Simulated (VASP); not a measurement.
# CdO (Monteponite) (Fm-3m) in VASP: density of states with LDA

Aim: the density of states of CdO (Monteponite) with LDA.

Program: VASP 6.6.1. These are calculated values, not measurements. Logs are shortened: lines on timing, memory, paths and dates and some standing lists are left out, and cuts for length are marked.

**1. The cell of the first run**

It takes space group Fm-3m (No. 225, cubic). The conventional cell has a = 4.699 Å, b = 4.699 Å, c = 4.699 Å, α = 90.00°, β = 90.00°, γ = 90.00°. Cd (site symmetry m-3m) has 6 O at 2.35 Å within 3.1 Å. O (site symmetry m-3m) has 6 Cd at 2.35 Å within 3.1 Å.

**2. Density of states, LDA**

The input, POSCAR:

```
CdO
1.0
    0.0000000000      2.3495000000      2.3495000000
    2.3495000000      0.0000000000      2.3495000000
    2.3495000000      2.3495000000      0.0000000000
Cd O
1 1
Direct
    0.0000000000      0.0000000000      0.0000000000
    0.5000000000      0.5000000000      0.5000000000
```

The input, INCAR.step1:

```
PREC     = Accurate       # precision mode
ENCUT    = 520            # plane-wave cutoff, eV
EDIFF    = 1E-6           # SCF threshold, eV
ISMEAR   = -1             # smearing method
SIGMA    = 0.1            # smearing width, eV
LREAL    = False          # projectors in reciprocal space
LASPH    = True           # aspherical terms in the spheres
NELM     = 120            # most SCF steps
ALGO     = Normal         # electronic algorithm
ISIF     = 2              # what is computed and relaxed
LWAVE    = False          # write WAVECAR
LCHARG   = True           # write CHGCAR
NBANDS   = 16             # bands
GGA_COMPAT= False        
NEDOS    = 2001           # points of the DOS
LORBIT   = 11             # projections on sites
```

The input, KPOINTS.step1:

```
regular mesh
0
Gamma
  7 7 7
```

The input, INCAR.step2:

```
PREC     = Accurate       # precision mode
ENCUT    = 520            # plane-wave cutoff, eV
EDIFF    = 1E-6           # SCF threshold, eV
ISMEAR   = -5             # smearing method
SIGMA    = 0.1            # smearing width, eV
LREAL    = False          # projectors in reciprocal space
LASPH    = True           # aspherical terms in the spheres
NELM     = 120            # most SCF steps
ALGO     = Normal         # electronic algorithm
ISIF     = 2              # what is computed and relaxed
LWAVE    = False          # write WAVECAR
LCHARG   = False          # write CHGCAR
LORBIT   = 10             # projections on sites
NBANDS   = 16             # bands
NEDOS    = 2001           # points of the DOS
ICHARG   = 11             # starting density
GGA_COMPAT= False
```

The input, KPOINTS.step2:

```
regular mesh
0
Gamma
  11 11 11
```

Potentials or basis: VASP PAW LDA potentials, release 64 (Cd, O).

Command:

```
cat potpaw_LDA.64/Cd/POTCAR potpaw_LDA.64/O/POTCAR > POTCAR
cp INCAR.step1 INCAR
cp KPOINTS.step1 KPOINTS
mpirun -np 1 vasp_std > vasp.out
cp INCAR.step2 INCAR
cp KPOINTS.step2 KPOINTS
mpirun -np 1 vasp_std > vasp.out
```

OUTCAR:

```text
PREC = Accurate
   ENCUT = 520
   EDIFF = 1E-6
   ISMEAR = -5
   LREAL = False
   LASPH = True
   NELM = 120
   ISIF = 2
   LORBIT = 10
   ICHARG = 11

 ion  position               nearest neighbor table
   1  0.000  0.000  0.000-   2 2.35   2 2.35   2 2.35   2 2.35   2 2.35   2 2.35
   2  0.500  0.500  0.500-   1 2.35   1 2.35   1 2.35   1 2.35   1 2.35   1 2.35

  LATTYP: Found a face centered cubic cell.
 ALAT       =     4.6990000000

  Lattice vectors:

 A1 = (   0.0000000000,   2.3495000000,   2.3495000000)
 A2 = (   2.3495000000,   0.0000000000,   2.3495000000)
 A3 = (   2.3495000000,   2.3495000000,   0.0000000000)

Analysis of symmetry for initial positions (statically):
=====================================================================
 Subroutine PRICEL returns:
 Original cell was already a primitive cell.

 Routine SETGRP: Setting up the symmetry group for a
 face centered cubic supercell.

 Subroutine GETGRP returns: Found 48 space group operations
 (whereof 48 operations were pure point group operations)
 out of a pool of 48 trial point group operations.

The static configuration has the point symmetry O_h .

Analysis of symmetry for dynamics (positions and initial velocities):
=====================================================================
 Subroutine PRICEL returns:
 Original cell was already a primitive cell.

 Routine SETGRP: Setting up the symmetry group for a
 face centered cubic supercell.

 Subroutine GETGRP returns: Found 48 space group operations
 (whereof 48 operations were pure point group operations)
 out of a pool of 48 trial point group operations.

The dynamic configuration has the point symmetry O_h .

 Subroutine INISYM returns: Found 48 space group operations
 (whereof 48 operations are pure point group operations),
 and found     1 'primitive' translations

----------------------------------------------------------------------------------------

                                     Primitive cell

  volume of cell :      25.9392

  direct lattice vectors                    reciprocal lattice vectors
     0.000000000  2.349500000  2.349500000    -0.212811236  0.212811236  0.212811236
     2.349500000  0.000000000  2.349500000     0.212811236 -0.212811236  0.212811236
     2.349500000  2.349500000  0.000000000     0.212811236  0.212811236 -0.212811236

  length of vectors
     3.322694765  3.322694765  3.322694765     0.368599874  0.368599874  0.368599874

  position of ions in fractional coordinates (direct lattice)
     0.000000000  0.000000000  0.000000000
     0.500000000  0.500000000  0.500000000

  ion indices of the primitive-cell ions
   primitive index   ion index
                 1           1
                 2           2

----------------------------------------------------------------------------------------

 KPOINTS: regular mesh

Automatic generation of k-mesh.
 Grid dimensions read from file:
 generate k-points for:   11   11   11

 Generating k-lattice:

  Cartesian coordinates                     Fractional coordinates (reciprocal lattice)
    -0.019346476  0.019346476  0.019346476     0.090909091  0.000000000  0.000000000
     0.019346476 -0.019346476  0.019346476     0.000000000  0.090909091  0.000000000
     0.019346476  0.019346476 -0.019346476     0.000000000  0.000000000  0.090909091

  Length of vectors
     0.033509079  0.033509079  0.033509079

  Shift w.r.t. Gamma in fractional coordinates (k-lattice)
     0.000000000  0.000000000  0.000000000

 TETIRR: Found    201 inequivalent tetrahedra from     7986

 Subroutine IBZKPT returns following result:
 ===========================================

 Found     56 irreducible k-points:

 Following reciprocal coordinates:
            Coordinates               Weight
  0.000000  0.000000  0.000000      1.000000
  0.090909  0.000000  0.000000      8.000000
  0.181818  0.000000  0.000000      8.000000
  0.272727  0.000000  0.000000      8.000000
  0.363636  0.000000  0.000000      8.000000
  0.454545  0.000000  0.000000      8.000000
[... 16 lines left out ...]
 -0.272727  0.181818  0.000000     24.000000
 -0.181818  0.181818  0.000000     12.000000
 [... further k-points ...]
   k-points           NKPTS =     56   k-points in BZ     NKDIM =     56   number of bands    NBANDS=     16
   number of dos      NEDOS =   2001   number of ions     NIONS =      2
   total plane-waves  NPLWV =  21952
   dimension x,y,z NGX =    28 NGY =   28 NGZ =   28
   dimension x,y,z NGXF=    56 NGYF=   56 NGZF=   56
   ions per type =               1   1
   NGX,Y,Z   is equivalent  to a cutoff of  14.01, 14.01, 14.01 a.u.
   NGXF,Y,Z  is equivalent  to a cutoff of  28.02, 28.02, 28.02 a.u.
 SYSTEM =  unknown system
   PREC   = accura    normal or accurate (medium, high low for compatibility)
   ISTART =      0    job   : 0-new  1-cont  2-samecut
   ICHARG =     11    charge: 1-file 2-atom 10-const
   ISPIN  =      1    spin polarized calculation?
   LNONCOLLINEAR =      F non collinear calculations
   LSORBIT =      F    spin-orbit coupling
   LASPH  =      T    aspherical Exc in radial PAW
   ENCUT  =  520.0 eV  38.22 Ry    6.18 a.u.   6.18  6.18  6.18*2*pi/ulx,y,z
   NELM   =    120;   NELMIN=  2; NELMDL=  0     # of ELM steps
   EDIFF  = 0.1E-05   stopping-criterion for ELM
   LREAL  =      F    real-space projection
   EDIFFG = 0.1E-04   stopping-criterion for IOM
   NSW    =      0    number of steps for IOM
   IBRION =     -1    ionic relax: 0-MD 1-quasi-New 2-CG
   NFREE  =      0    steps in history (QN), initial steepest desc. (CG)
   ISIF   =      2    stress and relaxation
   ISYM   =      2    0-nonsym 1-usesym 2-fastsym
   POTIM  = 0.5000    time-step for ionic-motion
   TEBEG  =    0.0;   TEEND  =   0.0 temperature during run
   PSTRESS=    0.0 pullay stress
   NELECT =      18.0000    total number of electrons
   NUPDOWN=      -1.0000    fix difference up-down
   EMIN   =  10.00;   EMAX   =-10.00  energy-range for DOS
   EFERMI =   0.00;   METHOD = LEGACY
   ISMEAR =    -5;   SIGMA  =   0.10  broadening in eV -4-tet -1-fermi 0-gaus
   EFERMI_NEDOS =   21; number of points for ismear=-14 and -15
   IALGO  =     38    algorithm
   IMIX   =      4    mixing-type and parameters
     AMIX     =   0.40;   BMIX     =  1.00
     AMIX_MAG =   1.60;   BMIX_MAG =  1.00
  volume/ion in A,a.u.               =      12.97        87.52
  Fermi-wavevector in a.u.,A,eV,Ry     =   1.449373  2.738918 28.581522  2.100683
  Thomas-Fermi vector in A             =   2.567107
   LORBIT       =     10    0 simple, 1 ext, 2 COOP (PROOUT), +10 PAW based schemes
   GGA     = CA    functional components
   LHFCALC =     F    Hartree Fock is set to
   AEXX    =    0.0000 exact exchange contribution
   IVDW    =     0    specifies the selected vdW correction
   LEPSILON=     F    determine dielectric tensor
   LRPA    =     F    only Hartree local field effects (RPA)
 non-spin polarized calculation
 Fermi weights with tetrahedron method with Bloechl corrections
  energy-cutoff  :      520.00
  volume of cell :       25.94
 maximum number of plane-waves:       725
 NGX is ok and might be reduce to    28

 number of electron      18.0000002 magnetization

 Free energy of the ion-electron system (eV)
  ---------------------------------------------------
  ext. energy  EPLUGINS =         0.00000000
  ---------------------------------------------------
  free energy    TOTEN  =        -9.33129167 eV

  energy without entropy =       -9.33129167  energy(sigma->0) =       -9.33129167

 E-fermi :   1.7455     XC(G=0): -12.1975

 val. band max:        1.7554060239   @ k =   0.4545   0.0000   0.0000
 cond. band min:       1.2724687204   @ k =   0.0000   0.0000   0.0000
 fundamental gap:     -0.4829373035
 Fermi energy:         1.7455264160

 k-point     1 :       0.0000    0.0000    0.0000
  band No.  band energies     occupation
      1     -15.3403      2.00000
      2      -4.8855      2.00000
      3      -4.8855      2.00000
      4      -4.8855      2.00000
      5      -4.5991      2.00000
      6      -4.5991      2.00000
[... 8 lines left out ...]
     15      19.6649      0.00000
     16      19.6649      0.00000

 k-point     2 :       0.0909    0.0000    0.0000
  band No.  band energies     occupation
      1     -15.2791      2.00000
      2      -4.9207      2.00000
      3      -4.8705      2.00000
      4      -4.8705      2.00000
      5      -4.6584      2.00000
      6      -4.6584      2.00000
[... 8 lines left out ...]
     15      19.9716      0.00000
     16      19.9716      0.00000

 k-point     3 :       0.1818    0.0000    0.0000
  band No.  band energies     occupation
      1     -15.1105      2.00000
      2      -5.0519      2.00000
      3      -4.9647      2.00000
      4      -4.9647      2.00000
      5      -4.6658      2.00000
      6      -4.6658      2.00000
[... 8 lines left out ...]
     15      20.5405      0.00000
     16      20.5405      0.00000

 k-point     4 :       0.2727    0.0000    0.0000
  band No.  band energies     occupation
      1     -14.8772      2.00000
      2      -5.3155      2.00000
      3      -5.1907      2.00000
      4      -5.1907      2.00000
      5      -4.5419      2.00000
      6      -4.5419      2.00000
[... 8 lines left out ...]
     15      21.3525      0.00000
     16      21.3525      0.00000
[... 324 lines left out ...]
 k-point    22 :      -0.3636    0.1818    0.0000
  band No.  band energies     occupation
      1     -14.5350      2.00000
      2      -5.6357      2.00000
      3      -5.3773      2.00000
      4      -5.1943      2.00000
      5      -4.4022      2.00000
      6      -4.2915      2.00000
[... 8 lines left out ...]
     15      21.6448      0.00000
     16      22.1468      0.00000

 k-point    23 :      -0.2727    0.1818    0.0000
  band No.  band energies     occupation
      1     -14.6575      2.00000
      2      -5.5269      2.00000
      3      -5.3506      2.00000
      4      -5.1295      2.00000
      5      -4.5368      2.00000
      6      -4.2889      2.00000
[... 8 lines left out ...]
     15      21.4726      0.00000
     16      21.9875      0.00000

 k-point    24 :      -0.1818    0.1818    0.0000
  band No.  band energies     occupation
      1     -14.8318      2.00000
      2      -5.3268      2.00000
      3      -5.2419      2.00000
      4      -5.0864      2.00000
      5      -4.6587      2.00000
      6      -4.3644      2.00000
[... 8 lines left out ...]
     15      20.5603      0.00000
     16      22.4450      0.00000

 [... further k-points ...]
[... 5 lines left out ...]
  --------------------------------------------------------------------------------------
  -------------------------------------------------------------------------------------
  Total       -0.6634082     -0.6634082     -0.6634082      0.0000000      0.0000000     -0.0000000
  in kB      -40.9765199    -40.9765199    -40.9765199      0.0000000      0.0000000     -0.0000000
  external PRESSURE =     -40.9765199 kB  Pullay stress =       0.0000000 kB

 VOLUME and BASIS-vectors are now :
 -----------------------------------------------------------------------------
  energy-cutoff  :      520.00
  volume of cell :       25.94
      direct lattice vectors                 reciprocal lattice vectors
     0.000000000  2.349500000  2.349500000    -0.212811236  0.212811236  0.212811236
     2.349500000  0.000000000  2.349500000     0.212811236 -0.212811236  0.212811236
     2.349500000  2.349500000  0.000000000     0.212811236  0.212811236 -0.212811236

 POSITION                                       TOTAL-FORCE (eV/Angst)
 -----------------------------------------------------------------------------------
      0.00000      0.00000      0.00000         0.000000     -0.000000      0.000000
      2.34950      2.34950      2.34950        -0.000000      0.000000     -0.000000
 -----------------------------------------------------------------------------------
    total drift:                                0.000000      0.000000      0.000000

  FREE ENERGIE OF THE ION-ELECTRON SYSTEM (eV)
  ---------------------------------------------------
  free  energy   TOTEN  =        -9.3312916727 eV

  energy  without entropy=       -9.3312916727  energy(sigma->0) =       -9.33129167

 total charge

# of ion       s       p       d       tot
------------------------------------------
    1        0.346   0.264   9.641  10.251
    2        1.562   3.335   0.000   4.896
--------------------------------------------------
tot          1.908   3.598   9.641  15.147
```

It took 22 s on 1 thread of Intel Xeon 6975P-C, shared host; peak memory 0.14 GiB.

Results:

```yaml
Valence_electrons_inside_the_program's_atomic_spheres: Cd 10.25; O 4.90
```

Caveat: tetrahedron occupations give inexact forces and stress in metals.
